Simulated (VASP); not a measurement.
# CdF2 (P1) in VASP: notebook

CdF2 is run at these levels: LDA; tasks: single point.

All numbers are computed with VASP 6.6.1; they aren't measurements. Logs are shortened: lines on timing, memory, paths and dates and some standing lists are left out, and cuts for length are marked.

## 1. The cell of the first run

The typed cell holds 6 atoms: a = 7.605 Å, b = 3.803 Å, c = 3.803 Å, α = 60.00°, β = 60.00°, γ = 60.00°.

## 2. Single point, LDA

Input file INCAR:

```
PREC = Accurate
ENCUT = 520
EDIFF = 1E-6
ISMEAR = 0
SIGMA = 0.01
LREAL = F
LASPH = T
NELM = 120
ALGO = Normal
ISIF = 2
LWAVE = F
LCHARG = T
LELF = T
LVHAR = T
NBANDS = 35
GGA_COMPAT = F
```

Input file KPOINTS:

```
regular mesh
0
Gamma
  3 3 3
```

Input file POSCAR:

```
CdF2
1.0
    0.0000000000      5.3775790000      5.3775790000
    2.6887900000      0.0000000000      2.6887900000
    2.6887900000      2.6887900000      0.0000000000
Cd F
2 4
Direct
    0.0046506058     -0.0032256145      0.0030192019
    0.4991119610     -0.0026112117      0.0002915810
    0.1356176264      0.2670295932      0.2200843130
    0.3633567261      0.7476424340      0.7831554342
    0.6054345273      0.2619152109      0.2540432685
    0.8777299227      0.7554327411      0.7555699776
```

Potentials or basis: VASP PAW LDA potentials, release 64 (Cd, F).

The run is started by

```console
cat potpaw_LDA.64/Cd/POTCAR potpaw_LDA.64/F/POTCAR > POTCAR
mpirun -np 1 vasp_std > vasp.out
```

OUTCAR:

```text
PREC = Accurate
   ENCUT = 520
   EDIFF = 1E-6
   ISMEAR = 0
   LREAL = F
   LASPH = T
   NELM = 120
   ISIF = 2

 ion  position               nearest neighbor table
   1  0.005  0.997  0.003-   4 2.23   3 2.27   6 2.31   3 2.33   6 2.34   6 2.36   3 2.43   5 2.48
                             2 3.76   2 3.78
   2  0.499  0.997  0.000-   3 2.26   5 2.27   5 2.29   4 2.29   5 2.32   4 2.33   6 2.35   4 2.43
                             1 3.76   1 3.78
   3  0.136  0.267  0.220-   2 2.26   1 2.27   1 2.33   1 2.43
   4  0.363  0.748  0.783-   1 2.23   2 2.29   2 2.33   2 2.43
   5  0.605  0.262  0.254-   2 2.27   2 2.29   2 2.32   1 2.48
   6  0.878  0.755  0.756-   1 2.31   1 2.34   2 2.35   1 2.36

  LATTYP: Found a trigonal (rhomboedric) cell.
 ALAT       =     6.5861623008
 COS(alpha) =     0.8333332713

  Lattice vectors:

 A1 = (   2.6887900000,  -5.3775790000,  -2.6887890000)
 A2 = (   2.6887900000,  -2.6887890000,  -5.3775790000)
 A3 = (   5.3775800000,  -2.6887890000,  -2.6887890000)

Analysis of symmetry for initial positions (statically):
=====================================================================
 Subroutine PRICEL returns:
 Original cell was already a primitive cell.

 Routine SETGRP: Setting up the symmetry group for a
 trigonal (rhombohedral) supercell.

 Subroutine GETGRP returns: Found  1 space group operations
 (whereof  1 operations were pure point group operations)
 out of a pool of 12 trial point group operations.

The static configuration has the point symmetry C_1 .

Analysis of symmetry for dynamics (positions and initial velocities):
=====================================================================
 Subroutine PRICEL returns:
 Original cell was already a primitive cell.

 Routine SETGRP: Setting up the symmetry group for a
 trigonal (rhombohedral) supercell.

 Subroutine GETGRP returns: Found  1 space group operations
 (whereof  1 operations were pure point group operations)
 out of a pool of 12 trial point group operations.

The dynamic configuration has the point symmetry C_1 .

 Subroutine INISYM returns: Found  1 space group operations
 (whereof  1 operations are pure point group operations),
 and found     1 'primitive' translations

----------------------------------------------------------------------------------------

                                     Primitive cell

  volume of cell :      77.7554

  direct lattice vectors                    reciprocal lattice vectors
     0.000000000  5.377579000  5.377579000    -0.092978643  0.092978643  0.092978643
     2.688790000  0.000000000  2.688790000     0.185957252 -0.185957252  0.185957252
     2.688790000  2.688790000  0.000000000     0.185957252  0.185957252 -0.185957252

  length of vectors
     7.605045155  3.802523284  3.802523284     0.161043734  0.322087409  0.322087409

  position of ions in fractional coordinates (direct lattice)
     0.004650606  0.996774385  0.003019202
     0.499111961  0.997388788  0.000291581
     0.135617626  0.267029593  0.220084313
     0.363356726  0.747642434  0.783155434
     0.605434527  0.261915211  0.254043268
     0.877729923  0.755432741  0.755569978

  ion indices of the primitive-cell ions
   primitive index   ion index
                 1           1
                 2           2
                 3           3
                 4           4
                 5           5
                 6           6

----------------------------------------------------------------------------------------

 KPOINTS: regular mesh

Automatic generation of k-mesh.
 Grid dimensions read from file:
 generate k-points for:    3    3    3

 Generating k-lattice:

  Cartesian coordinates                     Fractional coordinates (reciprocal lattice)
    -0.030992881  0.030992881  0.030992881     0.333333333  0.000000000  0.000000000
     0.061985751 -0.061985751  0.061985751     0.000000000  0.333333333  0.000000000
     0.061985751  0.061985751 -0.061985751     0.000000000  0.000000000  0.333333333

  Length of vectors
     0.053681245  0.107362470  0.107362470

  Shift w.r.t. Gamma in fractional coordinates (k-lattice)
     0.000000000  0.000000000  0.000000000

 Subroutine IBZKPT returns following result:
 ===========================================

 Found     14 irreducible k-points:

 Following reciprocal coordinates:
            Coordinates               Weight
  0.000000  0.000000  0.000000      1.000000
  0.333333  0.000000  0.000000      2.000000
  0.000000  0.333333  0.000000      2.000000
 -0.333333  0.333333  0.333333      2.000000
  0.000000  0.000000 -0.333333      2.000000
  0.333333  0.333333  0.000000      2.000000
  0.333333  0.333333  0.333333      2.000000
 -0.333333  0.000000 -0.333333      2.000000
 -0.333333  0.333333  0.000000      2.000000
  0.000000  0.333333  0.333333      2.000000
  0.333333  0.000000 -0.333333      2.000000
  0.000000 -0.333333  0.333333      2.000000
  0.333333 -0.333333  0.333333      2.000000
 -0.333333 -0.333333  0.333333      2.000000
   k-points           NKPTS =     14   k-points in BZ     NKDIM =     14   number of bands    NBANDS=     35
   number of dos      NEDOS =    301   number of ions     NIONS =      6
   total plane-waves  NPLWV =  47040
   dimension x,y,z NGX =    60 NGY =   28 NGZ =   28
   dimension x,y,z NGXF=   120 NGYF=   56 NGZF=   56
   ions per type =               2   4
   NGX,Y,Z   is equivalent  to a cutoff of  13.12, 12.24, 12.24 a.u.
   NGXF,Y,Z  is equivalent  to a cutoff of  26.23, 24.48, 24.48 a.u.
 SYSTEM =  unknown system
   PREC   = accura    normal or accurate (medium, high low for compatibility)
   ISTART =      0    job   : 0-new  1-cont  2-samecut
   ICHARG =      2    charge: 1-file 2-atom 10-const
   ISPIN  =      1    spin polarized calculation?
   LNONCOLLINEAR =      F non collinear calculations
   LSORBIT =      F    spin-orbit coupling
   LASPH  =      T    aspherical Exc in radial PAW
   ENCUT  =  520.0 eV  38.22 Ry    6.18 a.u.  14.14  7.07  7.07*2*pi/ulx,y,z
   NELM   =    120;   NELMIN=  2; NELMDL= -5     # of ELM steps
   EDIFF  = 0.1E-05   stopping-criterion for ELM
   LREAL  =      F    real-space projection
   EDIFFG = 0.1E-04   stopping-criterion for IOM
   NSW    =      0    number of steps for IOM
   IBRION =     -1    ionic relax: 0-MD 1-quasi-New 2-CG
   NFREE  =      0    steps in history (QN), initial steepest desc. (CG)
   ISIF   =      2    stress and relaxation
   ISYM   =      2    0-nonsym 1-usesym 2-fastsym
   POTIM  = 0.5000    time-step for ionic-motion
   TEBEG  =    0.0;   TEEND  =   0.0 temperature during run
   PSTRESS=    0.0 pullay stress
   NELECT =      52.0000    total number of electrons
   NUPDOWN=      -1.0000    fix difference up-down
   EMIN   =  10.00;   EMAX   =-10.00  energy-range for DOS
   EFERMI =   0.00;   METHOD = LEGACY
   ISMEAR =     0;   SIGMA  =   0.01  broadening in eV -4-tet -1-fermi 0-gaus
   EFERMI_NEDOS =   21; number of points for ismear=-14 and -15
   IALGO  =     38    algorithm
   IMIX   =      4    mixing-type and parameters
     AMIX     =   0.40;   BMIX     =  1.00
     AMIX_MAG =   1.60;   BMIX_MAG =  1.00
  volume/ion in A,a.u.               =      12.96        87.45
  Fermi-wavevector in a.u.,A,eV,Ry     =   1.431635  2.705399 27.886227  2.049580
  Thomas-Fermi vector in A             =   2.551350
   LORBIT       =      0    0 simple, 1 ext, 2 COOP (PROOUT), +10 PAW based schemes
   GGA     = CA    functional components
   LHFCALC =     F    Hartree Fock is set to
   AEXX    =    0.0000 exact exchange contribution
   IVDW    =     0    specifies the selected vdW correction
   LEPSILON=     F    determine dielectric tensor
   LRPA    =     F    only Hartree local field effects (RPA)
 non-spin polarized calculation
 Gauss-broadening in eV      SIGMA  =   0.01
  energy-cutoff  :      520.00
  volume of cell :       77.76
 maximum number of plane-waves:      2117
 NGX is ok and might be reduce to    60
   NGX = 29   NGY = 15   NGZ = 15

 number of electron      52.0000006 magnetization

 Free energy of the ion-electron system (eV)
  ---------------------------------------------------
  ext. energy  EPLUGINS =         0.00000000
  ---------------------------------------------------
  free energy    TOTEN  =       -25.31095765 eV

  energy without entropy =      -25.31095765  energy(sigma->0) =      -25.31095765

 E-fermi :  -1.4998     XC(G=0): -11.1527

 val. band max:       -1.6315201789   @ k =   0.0000   0.0000  -0.3333
 cond. band min:       1.1857221548   @ k =   0.0000   0.0000   0.0000
 fundamental gap:      2.8172423337
 Fermi energy:        -1.4998092376

 k-point     1 :       0.0000    0.0000    0.0000
  band No.  band energies     occupation
      1     -22.1108      2.00000
      2     -21.5332      2.00000
      3     -21.4428      2.00000
      4     -20.8454      2.00000
      5      -7.3492      2.00000
      6      -7.3156      2.00000
[... 27 lines left out ...]
     34      12.9625      0.00000
     35      15.5360      0.00000

 k-point     2 :       0.3333    0.0000    0.0000
  band No.  band energies     occupation
      1     -22.0187      2.00000
      2     -21.7759      2.00000
      3     -21.2379      2.00000
      4     -20.9045      2.00000
      5      -7.2441      2.00000
      6      -7.1477      2.00000
[... 27 lines left out ...]
     34      12.3314      0.00000
     35      16.2293      0.00000

 k-point     3 :       0.0000    0.3333    0.0000
  band No.  band energies     occupation
      1     -21.7829      2.00000
      2     -21.5917      2.00000
      3     -21.3464      2.00000
      4     -21.1351      2.00000
      5      -6.9994      2.00000
      6      -6.9556      2.00000
[... 27 lines left out ...]
     34      12.3652      0.00000
     35      12.5390      0.00000

 k-point     4 :      -0.3333    0.3333    0.3333
  band No.  band energies     occupation
      1     -21.7799      2.00000
      2     -21.5982      2.00000
      3     -21.3552      2.00000
      4     -21.1213      2.00000
      5      -6.9920      2.00000
      6      -6.9488      2.00000
[... 27 lines left out ...]
     34      12.3083      0.00000
     35      12.4347      0.00000

 k-point     5 :       0.0000    0.0000   -0.3333
  band No.  band energies     occupation
      1     -21.8048      2.00000
      2     -21.5912      2.00000
      3     -21.3681      2.00000
      4     -21.0924      2.00000
      5      -7.0911      2.00000
      6      -7.0866      2.00000
[... 258 lines left out ...]
 k-point    12 :       0.0000   -0.3333    0.3333
  band No.  band energies     occupation
      1     -21.5835      2.00000
      2     -21.4775      2.00000
      3     -21.4488      2.00000
      4     -21.2996      2.00000
      5      -6.8747      2.00000
      6      -6.7346      2.00000
[... 27 lines left out ...]
     34      12.7508      0.00000
     35      13.0283      0.00000

 k-point    13 :       0.3333   -0.3333    0.3333
  band No.  band energies     occupation
      1     -21.5832      2.00000
      2     -21.4757      2.00000
      3     -21.4528      2.00000
      4     -21.2978      2.00000
      5      -6.8632      2.00000
      6      -6.7486      2.00000
[... 27 lines left out ...]
     34      12.7137      0.00000
     35      13.0706      0.00000

 k-point    14 :      -0.3333   -0.3333    0.3333
  band No.  band energies     occupation
      1     -21.5909      2.00000
      2     -21.4764      2.00000
      3     -21.4486      2.00000
      4     -21.2928      2.00000
      5      -6.8463      2.00000
      6      -6.7403      2.00000
[... 27 lines left out ...]
     34      12.4941      0.00000
     35      13.0152      0.00000

------------------------ aborting loop because EDIFF is reached ----------------------------------------

  FORCE on cell =-STRESS in cart. coord.  units (eV):
  Direction    XX          YY          ZZ          XY          YZ          ZX
  --------------------------------------------------------------------------------------
  -------------------------------------------------------------------------------------
  Total       -1.5962075     -1.5272848     -1.4917641     -0.2809785      0.2614692      0.2078625
  in kB      -32.8904168    -31.4702404    -30.7383221     -5.7896608      5.3876644      4.2830789
  external PRESSURE =     -31.6996598 kB  Pullay stress =       0.0000000 kB

 VOLUME and BASIS-vectors are now :
 -----------------------------------------------------------------------------
  energy-cutoff  :      520.00
  volume of cell :       77.76
      direct lattice vectors                 reciprocal lattice vectors
     0.000000000  5.377579000  5.377579000    -0.092978643  0.092978643  0.092978643
     2.688790000  0.000000000  2.688790000     0.185957252 -0.185957252  0.185957252
     2.688790000  2.688790000  0.000000000     0.185957252  0.185957252 -0.185957252

 POSITION                                       TOTAL-FORCE (eV/Angst)
 -----------------------------------------------------------------------------------
      2.68823      0.03313      2.70513         0.211694     -0.297097      0.048072
      2.68255      2.68480      5.36578         0.078869      0.027944     -0.016011
      1.30975      1.32105      1.44728         0.338093      0.081640     -0.643953
      4.11599      4.05972      3.96423        -0.412774     -0.165582      0.419341
      1.38730      3.93884      3.96001        -0.130138      0.529934      0.301725
      4.06277      6.75163      6.75126        -0.085744     -0.176838     -0.109174
 -----------------------------------------------------------------------------------
    total drift:                                0.000049     -0.000123     -0.000681

  FREE ENERGIE OF THE ION-ELECTRON SYSTEM (eV)
  ---------------------------------------------------
  free  energy   TOTEN  =       -25.3109576506 eV

  energy  without entropy=      -25.3109576506  energy(sigma->0) =      -25.31095765
```

Run time: 24 s. Hardware: 1 thread of AMD EPYC 9R45 (Zen 5), shared host; peak memory 0.15 GiB.

Results:

```yaml
Free_energy: -25.3110 eV
Pressure: -3.2 GPa
Largest_force: 0.732 eV/Å
Band_gap_on_the_k_mesh: 2.82 eV
```

Forces on the atoms (eV/Å):
```
Cd   0.212 -0.297  0.048
Cd   0.079  0.028 -0.016
F    0.338  0.082 -0.644
F   -0.413 -0.166  0.419
F   -0.130  0.530  0.302
F   -0.086 -0.177 -0.109
```

Caveat: the k points lie up to 0.65 Å⁻¹ apart.

(Continued in part 2 of 2.)
